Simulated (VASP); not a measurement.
Runs of VASP 6.6.1 on Si2SnB3. The structure is that of space group Cmmm (No. 65), or close to it. The cells are those of the table. 

```csv
task,cell,k mesh,cutoff (eV),k mesh for the DOS,occupations for the DOS,gap on the mesh (eV),pressure (GPa),relaxed volume (Å³/atom),largest force (eV/Å)
single point,"a = 5.483, b = 5.483, c = 2.945 Å, angles 90.0, 90.0, 122.0°, 6 atoms",8 × 8 × 12,520,-,-,none,0.0,-,-
single point,"a = 5.338, b = 5.338, c = 2.998 Å, angles 90.0, 90.0, 119.8°, 6 atoms",4 × 4 × 4,520,-,-,none,(b),-,0.02
single point,"a = 5.395, b = 5.395, c = 2.977 Å, angles 90.0, 90.0, 121.6°, 6 atoms",4 × 4 × 6,520,-,-,none,0.0,-,0.01
relaxation of cell and atoms,"relaxed from a = 5.338, b = 5.338, c = 2.998 Å, angles 90.0, 90.0, 119.8°, 6 atoms",4 × 4 × 6,600,-,-,-,0.2,12.27,0.03
single point,"a = 4.895, b = 4.895, c = 3.924 Å, angles 90.0, 90.0, 121.9°, 6 atoms",4 × 4 × 4,520,-,-,none,-5.8,-,(a)
relaxation of cell and atoms,"relaxed from a = 4.895, b = 4.895, c = 3.924 Å, angles 90.0, 90.0, 121.9°, 6 atoms",4 × 4 × 4,600,-,-,none,-0.2,12.68,0.02
```

Alike in all rows: level PBE; potentials or basis VASP PAW PBE potentials, release 64 (Si, Sn_d, B); no spin polarisation; smearing gaussian 0.1 eV.

**Question.** Fill in the values left out.

**Answer.** (a) 0.08; (b) -0.1.

Caveats: some runs use coarse meshes; spin-orbit coupling is left out, which moves the levels of the heavy elements; the bands computed are all filled at some k points, so no gap is given (some runs).

A k mesh can miss the band edges, and the runs leave out spin-orbit coupling on Sn.

A gap of «none» marks levels without a gap at the run's occupations.
